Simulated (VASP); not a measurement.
# HfC (d3) (Fm-3m) in VASP: further runs

HfC (d3) is run at these levels: PBE+D3(BJ); tasks: single point, relaxation of cell and atoms.

Program: VASP 6.6.1. These are calculated values, not measurements. Logs are shortened: lines on timing, memory, paths and dates and some standing lists are left out, and cuts for length are marked.

**1. The cell of the first run**

The structure is cubic, space group Fm-3m (No. 225). Conventional cell: a = 4.634 Å, b = 4.634 Å, c = 4.634 Å, α = 90.00°, β = 90.00°, γ = 90.00°. Within 3.1 Å of Hf (site symmetry m-3m) lie 6 C at 2.32 Å. Within 3.1 Å of C (site symmetry m-3m) lie 6 Hf at 2.32 Å.

**2. Single point, PBE+D3(BJ)**

INCAR

```
SYSTEM = HfC
  ALGO = Normal
  EDIFF = 1E-6
  ENCUT = 600
  GGA = PE
  GGA_COMPAT = .FALSE.
  ISIF = 2
  ISMEAR = 0
  IVDW = 12
  LASPH = .TRUE.
  LCHARG = .FALSE.
  LREAL = .FALSE.
  LWAVE = .FALSE.
  NBANDS = 14
  NELM = 120
  PREC = Accurate
  SIGMA = 0.1
```

KPOINTS

```
k-points
0
G
  6 6 6
  0 0 0
```

POSCAR

```
HfC
1.0
    0.0000000000      2.3171388400      2.3171388400
    2.3171388400      0.0000000000      2.3171388400
    2.3171388400      2.3171388400      0.0000000000
Hf C
1 1
Direct
    0.0000000000      0.0000000000      0.0000000000
    0.5000000000      0.5000000000      0.5000000000
```

Potentials or basis: VASP PAW PBE potentials, release 64 (Hf_pv, C).

On the command line:

```sh
$ cat potpaw_PBE.64/Hf_pv/POTCAR potpaw_PBE.64/C/POTCAR > POTCAR
$ mpirun -np 1 vasp_std > vasp.out
```

OUTCAR:

```text
SYSTEM = HfC
   EDIFF = 1E-6
   ENCUT = 600
   GGA = PE
   ISIF = 2
   ISMEAR = 0
   IVDW = 12
   LASPH = .TRUE.
   LREAL = .FALSE.
   NELM = 120
   PREC = Accurate
 IVDW          = 12

 ion  position               nearest neighbor table
   1  0.000  0.000  0.000-   2 2.32   2 2.32   2 2.32   2 2.32   2 2.32   2 2.32
   2  0.500  0.500  0.500-   1 2.32   1 2.32   1 2.32   1 2.32   1 2.32   1 2.32

  LATTYP: Found a face centered cubic cell.
 ALAT       =     4.6342776800

  Lattice vectors:

 A1 = (   0.0000000000,   2.3171388400,   2.3171388400)
 A2 = (   2.3171388400,   0.0000000000,   2.3171388400)
 A3 = (   2.3171388400,   2.3171388400,   0.0000000000)

Analysis of symmetry for initial positions (statically):
=====================================================================
 Subroutine PRICEL returns:
 Original cell was already a primitive cell.

 Routine SETGRP: Setting up the symmetry group for a
 face centered cubic supercell.

 Subroutine GETGRP returns: Found 48 space group operations
 (whereof 48 operations were pure point group operations)
 out of a pool of 48 trial point group operations.

The static configuration has the point symmetry O_h .

Analysis of symmetry for dynamics (positions and initial velocities):
=====================================================================
 Subroutine PRICEL returns:
 Original cell was already a primitive cell.

 Routine SETGRP: Setting up the symmetry group for a
 face centered cubic supercell.

 Subroutine GETGRP returns: Found 48 space group operations
 (whereof 48 operations were pure point group operations)
 out of a pool of 48 trial point group operations.

The dynamic configuration has the point symmetry O_h .

 Subroutine INISYM returns: Found 48 space group operations
 (whereof 48 operations are pure point group operations),
 and found     1 'primitive' translations

----------------------------------------------------------------------------------------

                                     Primitive cell

  volume of cell :      24.8821

  direct lattice vectors                    reciprocal lattice vectors
     0.000000000  2.317138840  2.317138840    -0.215783358  0.215783358  0.215783358
     2.317138840  0.000000000  2.317138840     0.215783358 -0.215783358  0.215783358
     2.317138840  2.317138840  0.000000000     0.215783358  0.215783358 -0.215783358

  length of vectors
     3.276929173  3.276929173  3.276929173     0.373747740  0.373747740  0.373747740

  position of ions in fractional coordinates (direct lattice)
     0.000000000  0.000000000  0.000000000
     0.500000000  0.500000000  0.500000000

  ion indices of the primitive-cell ions
   primitive index   ion index
[... 79 lines left out ...]
   EFERMI =   0.00;   METHOD = LEGACY
   ISMEAR =     0;   SIGMA  =   0.10  broadening in eV -4-tet -1-fermi 0-gaus
   EFERMI_NEDOS =   21; number of points for ismear=-14 and -15
   IALGO  =     38    algorithm
   IMIX   =      4    mixing-type and parameters
     AMIX     =   0.40;   BMIX     =  1.00
     AMIX_MAG =   1.60;   BMIX_MAG =  1.00
  volume/ion in A,a.u.               =      12.44        83.96
  Fermi-wavevector in a.u.,A,eV,Ry     =   1.351519  2.554000 24.852447  1.826603
  Thomas-Fermi vector in A             =   2.478934
   LORBIT       =      0    0 simple, 1 ext, 2 COOP (PROOUT), +10 PAW based schemes
   GGA     = PE    functional components
   LHFCALC =     F    Hartree Fock is set to
   AEXX    =    0.0000 exact exchange contribution
   IVDW    =    12    specifies the selected vdW correction
   LEPSILON=     F    determine dielectric tensor
   LRPA    =     F    only Hartree local field effects (RPA)
 non-spin polarized calculation
 Gauss-broadening in eV      SIGMA  =   0.10
  energy-cutoff  :      600.00
  volume of cell :       24.88
 maximum number of plane-waves:       869
 NGX is ok and might be reduce to    28
   NGX = 13   NGY = 13   NGZ = 13

 number of electron      14.0000000 magnetization

 Free energy of the ion-electron system (eV)
  ---------------------------------------------------
  ext. energy  EPLUGINS =         0.00000000
  ---------------------------------------------------
  free energy    TOTEN  =       -21.03321525 eV

  energy without entropy =      -21.03078500  energy(sigma->0) =      -21.03200013

 E-fermi :   5.8924     XC(G=0): -12.3340

 val. band max:        5.7992541915   @ k =   0.1667   0.1667   0.0000
 cond. band min:       5.9540941214   @ k =   0.5000   0.5000   0.0000
 fundamental gap:      0.1548399300
 Fermi energy:         5.8923559889

 k-point     1 :       0.0000    0.0000    0.0000
  band No.  band energies     occupation
      1     -23.4937      2.00000
      2     -23.4937      2.00000
      3     -23.4937      2.00000
      4      -6.3230      2.00000
      5       7.0477      0.00000
      6       7.0477      0.00000
      7       7.0477      0.00000
      8       7.4247      0.00000
      9       7.4247      0.00000
     10       7.4247      0.00000
     11       9.4534      0.00000
     12       9.4534      0.00000
     13      12.9869      0.00000
     14      17.0615      0.00000
[... 241 lines left out ...]
      1     -24.0167      2.00000
      2     -23.8295      2.00000
      3     -23.7440      2.00000
      4      -3.8744      2.00000
      5       3.3336      2.00000
      6       3.5041      2.00000
      7       3.6429      2.00000
      8       8.0582      0.00000
      9      11.3453      0.00000
     10      12.8563      0.00000
     11      12.8812      0.00000
     12      14.6331      0.00000
     13      17.7503      0.00000
     14      19.3018      0.00000

------------------------ aborting loop because EDIFF is reached ----------------------------------------

 Edisp (eV)   -0.72387

 E8    (eV) :    -0.3448

  FORCE on cell =-STRESS in cart. coord.  units (eV):
  Direction    XX          YY          ZZ          XY          YZ          ZX
  --------------------------------------------------------------------------------------
  -------------------------------------------------------------------------------------
  Total      -0.45073    -0.45073    -0.45073    -0.00000     0.00000    -0.00000
  in kB     -29.02281   -29.02281   -29.02281    -0.00000     0.00000    -0.00000
  external pressure =      -29.02 kB  Pullay stress =        0.00 kB

 VOLUME and BASIS-vectors are now :
 -----------------------------------------------------------------------------
  energy-cutoff  :      600.00
  volume of cell :       24.88
      direct lattice vectors                 reciprocal lattice vectors
     0.000000000  2.317138840  2.317138840    -0.215783358  0.215783358  0.215783358
     2.317138840  0.000000000  2.317138840     0.215783358 -0.215783358  0.215783358
     2.317138840  2.317138840  0.000000000     0.215783358  0.215783358 -0.215783358

 POSITION                                       TOTAL-FORCE (eV/Angst)
 -----------------------------------------------------------------------------------
      0.00000      0.00000      0.00000         0.000000     -0.000000      0.000000
      2.31714      2.31714      2.31714        -0.000000      0.000000     -0.000000
 -----------------------------------------------------------------------------------
    total drift:                                0.000000      0.000000      0.000000

  FREE ENERGIE OF THE ION-ELECTRON SYSTEM (eV)
  ---------------------------------------------------
  free  energy   TOTEN  =       -21.7570823808 eV

  energy  without entropy=      -21.7546521346  energy(sigma->0) =      -21.75586726
```

stdout:

```text
POSCAR found type information on POSCAR HfC
 POSCAR found :  2 types and       2 ions
 scaLAPACK will be used
 LDA part: xc-table for (Slater+PW92), standard interpolation
 POSCAR, INCAR and KPOINTS ok, starting setup
 FFT: planning ... GRIDC
 FFT: planning ... GRID_SOFT
 FFT: planning ... GRID
 WAVECAR not read
 entering main loop
```

Run time: 15 s. Hardware: 1 thread of Intel Xeon 8259CL, shared host; peak memory 0.16 GiB.

Results:

| Quantity | Value |
| --- | --- |
| Free energy | -21.7571 eV |
| Pressure | -2.9 GPa |
| Band gap on the k mesh | zero (band 7 reaches 7.05 eV, above the bottom of band 8 at 5.68 eV) |
| Dispersion energy per atom | -0.362 eV |

Caveat: the k points lie up to 0.39 Å⁻¹ apart; spin-orbit coupling is left out, which moves the levels of the heavy elements; pairwise dispersion overbinds metals, which lowers pressure and volume.

**3. Single point, PBE+D3(BJ)**

This run uses another cell than the first one, of 12.33 Å³/atom, 0.991 times its volume.

INCAR

```
SYSTEM = HfC
PREC = Accurate
ENCUT = 600
EDIFF = 1E-6
ISMEAR = 0
SIGMA = 0.1
LREAL = .False.
LASPH = .True.
NELM = 120
ALGO = Normal
ISIF = 2
LWAVE = .False.
LCHARG = .False.
GGA = PE
IVDW = 12
NBANDS = 14
GGA_COMPAT = .False.
```

KPOINTS

```
regular mesh
0
Gamma
  16 16 16
  0 0 0
```

POSCAR

```
HfC
1.0
    0.0000000000      2.3100020236      2.3100020236
    2.3100020236      0.0000000000      2.3100020236
    2.3100020236      2.3100020236      0.0000000000
Hf C
1 1
Direct
    0.0000000000      0.0000000000      0.0000000000
    0.5000000000      0.5000000000      0.5000000000
```

Potentials or basis: VASP PAW PBE potentials, release 64 (Hf_pv, C).

On the command line:

```sh
$ cat potpaw_PBE.64/Hf_pv/POTCAR potpaw_PBE.64/C/POTCAR > POTCAR
$ mpirun -np 1 vasp_std > vasp.out
```

Run time: 92 s. Hardware: 1 thread of Intel Xeon 8259CL, shared host; peak memory 0.21 GiB.

Results (log left out):

```
Free energy                : -21.7721 eV
Pressure                   : -0.7 GPa
Band gap on the k mesh     : zero (band 7 reaches 7.11 eV, above the bottom of band 8 at 5.68 eV)
Dispersion energy per atom : -0.365 eV
```

Levels at points of the mesh, in eV from the Fermi level:
| k point | band 3 | band 4 | band 5 | band 6 | band 7 | band 8 | band 9 | band 10 | band 11 | band 12 |
| --- | --- | --- | --- | --- | --- | --- | --- | --- | --- | --- |
| (0.00, 0.00, 0.00) | -29.45 | -12.39 | 1.03 | 1.03 | 1.03 | 1.42 | 1.42 | 1.42 | 3.47 | 3.47 |
| (0.50, 0.00, 0.00) | -29.53 | -8.53 | -6.20 | -3.03 | -3.03 | 5.45 | 5.45 | 5.93 | 6.67 | 11.67 |
| (0.50, 0.50, 0.00) | -29.70 | -10.48 | -2.55 | -1.82 | -0.05 | -0.05 | 5.45 | 6.91 | 6.91 | 8.70 |

Caveat: spin-orbit coupling is left out, which moves the levels of the heavy elements; pairwise dispersion overbinds metals, which lowers pressure and volume.

**4. Relaxation of cell and atoms, PBE+D3(BJ)**

INCAR

```
SYSTEM = HfC
ALGO = Normal
EDIFF = 1E-7
EDIFFG = -0.002
ENCUT = 600
GGA = PE
GGA_COMPAT = .False.
IBRION = 2
ISIF = 3
ISMEAR = 0
IVDW = 12
LASPH = .True.
LCHARG = .False.
LREAL = .False.
LWAVE = .False.
NELM = 120
NELMIN = 4
NSW = 100
PREC = Accurate
SIGMA = 0.1
```

KPOINTS

```
k-points
0
Gamma
  16 16 16
  0 0 0
```

POSCAR

```
HfC
1.0
    0.0000000000      2.3171388400      2.3171388400
    2.3171388400      0.0000000000      2.3171388400
    2.3171388400      2.3171388400      0.0000000000
Hf C
1 1
Direct
    0.0000000000      0.0000000000      0.0000000000
    0.5000000000      0.5000000000      0.5000000000
```

On the command line:

```sh
$ cat potpaw_PBE.64/Hf_pv/POTCAR potpaw_PBE.64/C/POTCAR > POTCAR
$ mpirun -np 1 vasp_std > vasp.out
```

Run time: 3.4 min. Hardware: 1 thread of Intel Xeon 8259CL, shared host; peak memory 0.22 GiB.

The run converged. Its results:

* Free energy: -21.7724 eV
* Relaxed volume: 12.29 Å³/atom
* Relaxed cell: a = 3.264 Å, b = 3.264 Å, c = 3.264 Å, α = 60.00°, β = 60.00°, γ = 60.00°
* Space group after relaxing (to 0.05 Å): Fm-3m (No. 225)
* Energy gained by relaxing: 1.4 meV/atom
* Ionic steps: 3
* Pressure after relaxing: 0.0 GPa
* Band gap on the k mesh: zero (band 7 reaches 7.14 eV, above the bottom of band 8 at 5.70 eV)
* Dispersion energy per atom: -0.367 eV

The path:
| step | energy change (eV) | largest force (eV/Å) | pressure (GPa) | volume (Å³) |
| --- | --- | --- | --- | --- |
| 1 | 0.0000 | 0.0000 | -2.93 | 24.88 |
| 2 | 0.0058 | 0.0000 | 5.48 | 24.07 |
| 3 | -0.0028 | 0.0000 | 0.00 | 24.58 |

Final structure:
```
CELL_PARAMETERS angstrom
0.00000 2.30786 2.30786
2.30786 0.00000 2.30786
2.30786 2.30786 0.00000
ATOMIC_POSITIONS crystal
Hf 0.00000 0.00000 0.00000
C 0.50000 0.50000 0.50000
```

Levels at points of the mesh, in eV from the Fermi level:
```tsv
k point	band 3	band 4	band 5	band 6	band 7	band 8	band 9	band 10	band 11
(0.00, 0.00, 0.00)	-29.44	-12.40	1.03	1.03	1.03	1.42	1.42	1.42	3.48
(0.50, 0.00, 0.00)	-29.52	-8.52	-6.22	-3.04	-3.04	5.47	5.47	5.95	6.69
(0.50, 0.50, 0.00)	-29.69	-10.49	-2.54	-1.83	-0.05	-0.05	5.46	6.94	6.94
```

Caveat: spin-orbit coupling is left out, which moves the levels of the heavy elements; pairwise dispersion overbinds metals, which lowers pressure and volume.

**5. The runs side by side**

| task | cell | k mesh | gap on the mesh (eV) | pressure (GPa) |
| --- | --- | --- | --- | --- |
| single point | a = 3.277 Å, angles 60.0°, 2 atoms | 6 × 6 × 6 | none | -2.9 |
| single point | a = 3.267 Å, angles 60.0°, 2 atoms | 16 × 16 × 16 | none | -0.7 |
| relaxation of cell and atoms | relaxed from a = 3.277 Å, angles 60.0°, 2 atoms | 16 × 16 × 16 | none | 0.0 |

Alike in all rows: level PBE+D3(BJ); potentials or basis VASP PAW PBE potentials, release 64 (Hf_pv, C); no spin polarisation; cutoff (eV) 600; smearing gaussian 0.1 eV.

Caveats: some runs use coarse meshes; spin-orbit coupling is left out, which moves the levels of the heavy elements; pairwise dispersion overbinds metals, which lowers pressure and volume.

Total energies depend on the potentials used, so only differences within one code and one set of settings carry meaning.
